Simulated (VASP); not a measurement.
# Ni (Fm-3m) in VASP: a series of runs

Runs on Ni. Level: PBE. Tasks: single point.

Everything below comes from runs of VASP 6.6.1. Logs are shortened: lines on timing, memory, paths and dates and some standing lists are left out, and cuts for length are marked.

## Step 1: The cell of the first run

It takes space group Fm-3m (No. 225, cubic). Conventional cell: a = 3.552 Å, b = 3.552 Å, c = 3.552 Å, α = 90.00°, β = 90.00°, γ = 90.00°. Within 3.3 Å of Ni (site symmetry m-3m) lie 12 Ni at 2.51 Å.

## Step 2: Single point, PBE, collinear spin, ferromagnetic start

Input file INCAR:

```
ALGO = Normal
EDIFF = 1E-6
ENCUT = 520
GGA = PE
ISIF = 2
ISMEAR = -1
ISPIN = 2
LASPH = True
LCHARG = False
LMAXMIX = 4
LORBIT = 11
LREAL = False
LWAVE = False
MAGMOM = 2
NBANDS = 15
NELM = 150
PREC = Accurate
SIGMA = 0.1
```

Input file KPOINTS:

```
k-points
0
Gamma
  13 13 13
```

Input file POSCAR:

```
Ni
1.0
    0.0000000000      1.7758000000      1.7758000000
    1.7758000000      0.0000000000      1.7758000000
    1.7758000000      1.7758000000      0.0000000000
Ni
1
Direct
    0.0000000000      0.0000000000      0.0000000000
```

Potentials or basis: VASP PAW PBE potentials, release 64 (Ni).

On the command line:

```console
> cat potpaw_PBE.64/Ni/POTCAR > POTCAR
> mpirun -np 1 vasp_std > vasp.out
```

OUTCAR:

```text
EDIFF = 1E-6
   ENCUT = 520
   GGA = PE
   ISIF = 2
   ISMEAR = -1
   ISPIN = 2
   LASPH = True
   LORBIT = 11
   LREAL = False
   NELM = 150
   PREC = Accurate

 ion  position               nearest neighbor table
   1  0.000  0.000  0.000-

  LATTYP: Found a face centered cubic cell.
 ALAT       =     3.5516000000

  Lattice vectors:

 A1 = (   0.0000000000,   1.7758000000,   1.7758000000)
 A2 = (   1.7758000000,   0.0000000000,   1.7758000000)
 A3 = (   1.7758000000,   1.7758000000,   0.0000000000)

Analysis of symmetry for initial positions (statically):
=====================================================================
 Subroutine PRICEL returns:
 Original cell was already a primitive cell.

 Routine SETGRP: Setting up the symmetry group for a
 face centered cubic supercell.

 Subroutine GETGRP returns: Found 48 space group operations
 (whereof 48 operations were pure point group operations)
 out of a pool of 48 trial point group operations.

The static configuration has the point symmetry O_h .

Analysis of symmetry for dynamics (positions and initial velocities):
=====================================================================
 Subroutine PRICEL returns:
 Original cell was already a primitive cell.

 Routine SETGRP: Setting up the symmetry group for a
 face centered cubic supercell.

 Subroutine GETGRP returns: Found 48 space group operations
 (whereof 48 operations were pure point group operations)
 out of a pool of 48 trial point group operations.

The dynamic configuration has the point symmetry O_h .

Analysis of structural, dynamic, and magnetic symmetry:
=====================================================================
 Subroutine PRICEL returns:
 Original cell was already a primitive cell.

 Routine SETGRP: Setting up the symmetry group for a
 face centered cubic supercell.

 Subroutine GETGRP returns: Found 48 space group operations
 (whereof 48 operations were pure point group operations)
 out of a pool of 48 trial point group operations.

The overall configuration has the point symmetry O_h .

 Subroutine INISYM returns: Found 48 space group operations
 (whereof 48 operations are pure point group operations),
 and found     1 'primitive' translations

----------------------------------------------------------------------------------------

                                     Primitive cell

  volume of cell :      11.1998

  direct lattice vectors                    reciprocal lattice vectors
     0.000000000  1.775800000  1.775800000    -0.281563239  0.281563239  0.281563239
     1.775800000  0.000000000  1.775800000     0.281563239 -0.281563239  0.281563239
     1.775800000  1.775800000  0.000000000     0.281563239  0.281563239 -0.281563239

  length of vectors
     2.511360444  2.511360444  2.511360444     0.487681836  0.487681836  0.487681836

  position of ions in fractional coordinates (direct lattice)
     0.000000000  0.000000000  0.000000000

  ion indices of the primitive-cell ions
   primitive index   ion index
                 1           1

----------------------------------------------------------------------------------------

 KPOINTS: k-points

Automatic generation of k-mesh.
 Grid dimensions read from file:
 generate k-points for:   13   13   13

 Generating k-lattice:

  Cartesian coordinates                     Fractional coordinates (reciprocal lattice)
    -0.021658711  0.021658711  0.021658711     0.076923077  0.000000000  0.000000000
     0.021658711 -0.021658711  0.021658711     0.000000000  0.076923077  0.000000000
     0.021658711  0.021658711 -0.021658711     0.000000000  0.000000000  0.076923077

  Length of vectors
     0.037513987  0.037513987  0.037513987

  Shift w.r.t. Gamma in fractional coordinates (k-lattice)
     0.000000000  0.000000000  0.000000000

 Subroutine IBZKPT returns following result:
 ===========================================

 Found     84 irreducible k-points:

 Following reciprocal coordinates:
            Coordinates               Weight
  0.000000  0.000000  0.000000      1.000000
  0.076923  0.000000  0.000000      8.000000
  0.153846  0.000000  0.000000      8.000000
  0.230769  0.000000  0.000000      8.000000
  0.307692  0.000000  0.000000      8.000000
  0.384615  0.000000  0.000000      8.000000
[... 16 lines left out ...]
  0.384615  0.153846  0.000000     24.000000
  0.461538  0.153846  0.000000     24.000000
 [... further k-points ...]
   k-points           NKPTS =     84   k-points in BZ     NKDIM =     84   number of bands    NBANDS=     15
   number of dos      NEDOS =    301   number of ions     NIONS =      1
   total plane-waves  NPLWV =   8000
   dimension x,y,z NGX =    20 NGY =   20 NGZ =   20
   dimension x,y,z NGXF=    40 NGYF=   40 NGZF=   40
   ions per type =               1
   NGX,Y,Z   is equivalent  to a cutoff of  13.24, 13.24, 13.24 a.u.
   NGXF,Y,Z  is equivalent  to a cutoff of  26.48, 26.48, 26.48 a.u.
 SYSTEM =  unknown system
   PREC   = accura    normal or accurate (medium, high low for compatibility)
   ISTART =      0    job   : 0-new  1-cont  2-samecut
   ICHARG =      2    charge: 1-file 2-atom 10-const
   ISPIN  =      2    spin polarized calculation?
   LNONCOLLINEAR =      F non collinear calculations
   LSORBIT =      F    spin-orbit coupling
   LASPH  =      T    aspherical Exc in radial PAW
   ENCUT  =  520.0 eV  38.22 Ry    6.18 a.u.   4.67  4.67  4.67*2*pi/ulx,y,z
   NELM   =    150;   NELMIN=  2; NELMDL= -5     # of ELM steps
   EDIFF  = 0.1E-05   stopping-criterion for ELM
   LREAL  =      F    real-space projection
   EDIFFG = 0.1E-04   stopping-criterion for IOM
   NSW    =      0    number of steps for IOM
   IBRION =     -1    ionic relax: 0-MD 1-quasi-New 2-CG
   NFREE  =      0    steps in history (QN), initial steepest desc. (CG)
   ISIF   =      2    stress and relaxation
   ISYM   =      2    0-nonsym 1-usesym 2-fastsym
   POTIM  = 0.5000    time-step for ionic-motion
   TEBEG  =    0.0;   TEEND  =   0.0 temperature during run
   PSTRESS=    0.0 pullay stress
   NELECT =      10.0000    total number of electrons
   NUPDOWN=      -1.0000    fix difference up-down
   EMIN   =  10.00;   EMAX   =-10.00  energy-range for DOS
   EFERMI =   0.00;   METHOD = LEGACY
   ISMEAR =    -1;   SIGMA  =   0.10  broadening in eV -4-tet -1-fermi 0-gaus
   EFERMI_NEDOS =   21; number of points for ismear=-14 and -15
   IALGO  =     38    algorithm
   IMIX   =      4    mixing-type and parameters
     AMIX     =   0.40;   BMIX     =  1.00
     AMIX_MAG =   1.60;   BMIX_MAG =  1.00
  volume/ion in A,a.u.               =      11.20        75.58
  Fermi-wavevector in a.u.,A,eV,Ry     =   1.576416  2.978994 33.811659  2.485087
  Thomas-Fermi vector in A             =   2.677252
   LORBIT       =     11    0 simple, 1 ext, 2 COOP (PROOUT), +10 PAW based schemes
   GGA     = PE    functional components
   LHFCALC =     F    Hartree Fock is set to
   AEXX    =    0.0000 exact exchange contribution
   IVDW    =     0    specifies the selected vdW correction
   LEPSILON=     F    determine dielectric tensor
   LRPA    =     F    only Hartree local field effects (RPA)
 spin polarized calculation
  energy-cutoff  :      520.00
  volume of cell :       11.20
 maximum number of plane-waves:       310
   NGX =  9   NGY =  9   NGZ =  9

 number of electron      10.0000007 magnetization       0.6227992

 Free energy of the ion-electron system (eV)
  ---------------------------------------------------
  ext. energy  EPLUGINS =         0.00000000
  ---------------------------------------------------
  free energy    TOTEN  =        -5.49504837 eV

  energy without entropy =       -5.44162172  energy(sigma->0) =       -5.46833504

 E-fermi :   8.9649     XC(G=0): -13.0853

 val. band max:        8.9517601897   @ k =  -0.4615   0.4615   0.0000
 cond. band min:       8.9705909074   @ k =  -0.4615   0.4615   0.0000
 fundamental gap:      0.0188307177
 Fermi energy:         8.9649255608

 spin component 1

 k-point     1 :       0.0000    0.0000    0.0000
  band No.  band energies     occupation
      1       0.1603      1.00000
      2       6.6225      1.00000
      3       6.6225      1.00000
      4       6.6225      1.00000
      5       7.7376      1.00000
      6       7.7376      1.00000
      7      32.4462      0.00000
      8      36.0803      0.00000
      9      36.0803      0.00000
     10      36.0803      0.00000
     11      38.9345      0.00000
     12      38.9345      0.00000
     13      38.9345      0.00000
     14      41.9621      0.00000
     15      47.9420      0.00000
[... 397 lines left out ...]
 k-point    24 :       0.4615    0.1538    0.0000
  band No.  band energies     occupation
      1       4.6284      1.00000
      2       6.2521      1.00000
      3       6.6472      1.00000
      4       7.0103      1.00000
      5       8.3936      0.99671
      6       9.7698      0.00032
      7      16.6537      0.00000
      8      27.4542      0.00000
      9      29.0284      0.00000
     10      31.1629      0.00000
     11      41.0355      0.00000
     12      41.2231      0.00000
     13      44.0647      0.00000
     14      47.3044      0.00000
     15      54.9929      0.00000

 [... further k-points ...]

 spin component 2

 k-point     1 :       0.0000    0.0000    0.0000
  band No.  band energies     occupation
      1       0.1276      1.00000
      2       7.3593      1.00000
      3       7.3593      1.00000
      4       7.3593      1.00000
      5       8.3341      0.99818
      6       8.3341      0.99818
      7      32.2858      0.00000
      8      36.0705      0.00000
      9      36.0705      0.00000
     10      36.0705      0.00000
     11      39.0319      0.00000
     12      39.0320      0.00000
     13      39.0320      0.00000
     14      41.8327      0.00000
     15      48.1252      0.00000
[... 397 lines left out ...]
 k-point    24 :       0.4615    0.1538    0.0000
  band No.  band energies     occupation
      1       4.9830      1.00000
      2       6.6850      1.00000
      3       7.2410      1.00000
      4       7.6471      1.00000
      5       9.1375      0.15110
      6      10.2268      0.00000
      7      16.9071      0.00000
      8      27.4857      0.00000
      9      29.1026      0.00000
     10      31.2076      0.00000
     11      41.0081      0.00000
     12      41.2506      0.00000
     13      44.1148      0.00000
     14      47.4547      0.00000
     15      56.1426      0.00000

 [... further k-points ...]

------------------------ aborting loop because EDIFF is reached ----------------------------------------

  FORCE on cell =-STRESS in cart. coord.  units (eV):
  Direction    XX          YY          ZZ          XY          YZ          ZX
  --------------------------------------------------------------------------------------
  -------------------------------------------------------------------------------------
  Total       -0.3435552     -0.3435552     -0.3435552      0.0000000      0.0000000     -0.0000000
  in kB      -49.1467618    -49.1467618    -49.1467618      0.0000000      0.0000000     -0.0000000
  external PRESSURE =     -49.1467618 kB  Pullay stress =       0.0000000 kB

 VOLUME and BASIS-vectors are now :
 -----------------------------------------------------------------------------
  energy-cutoff  :      520.00
  volume of cell :       11.20
      direct lattice vectors                 reciprocal lattice vectors
     0.000000000  1.775800000  1.775800000    -0.281563239  0.281563239  0.281563239
     1.775800000  0.000000000  1.775800000     0.281563239 -0.281563239  0.281563239
     1.775800000  1.775800000  0.000000000     0.281563239  0.281563239 -0.281563239

 POSITION                                       TOTAL-FORCE (eV/Angst)
 -----------------------------------------------------------------------------------
      0.00000      0.00000      0.00000         0.000000      0.000000     -0.000000
 -----------------------------------------------------------------------------------
    total drift:                               -0.000000     -0.000000     -0.000000

  FREE ENERGIE OF THE ION-ELECTRON SYSTEM (eV)
  ---------------------------------------------------
  free  energy   TOTEN  =        -5.4950483675 eV

  energy  without entropy=       -5.4416217172  energy(sigma->0) =       -5.46833504

 total charge

# of ion       s       p       d       tot
------------------------------------------
    1        0.485   0.473   8.302   9.260

 magnetization (x)

# of ion       s       p       d       tot
------------------------------------------
    1       -0.006  -0.023   0.666   0.637
```

Wall time 54 s (1 thread of AMD EPYC 7R13, shared host); peak memory 0.11 GiB.

What came out:

```yaml
Free_energy: -5.4950 eV
Pressure: -4.9 GPa
Net_moment: 0.62 μB per cell
Site_moments: Ni +0.64 μB
Valence_electrons_inside_the_program's_atomic_spheres: Ni 9.26
```

Levels at points of the mesh, in eV from the Fermi level:
Spin up:
```csv
k point,band 2,band 3,band 4,band 5,band 6,band 7,band 8,band 9
"(0.00, 0.00, 0.00)",-2.34,-2.34,-2.34,-1.23,-1.23,23.48,27.12,27.12
```
Spin down:
| k point | band 1 | band 2 | band 3 | band 4 | band 5 | band 6 | band 7 | band 8 | band 9 | band 10 |
| --- | --- | --- | --- | --- | --- | --- | --- | --- | --- | --- |
| (0.00, 0.00, 0.00) | -8.84 | -1.61 | -1.61 | -1.61 | -0.63 | -0.63 | 23.32 | 27.11 | 27.11 | 27.11 |

(Continued in part 2 of 2.)
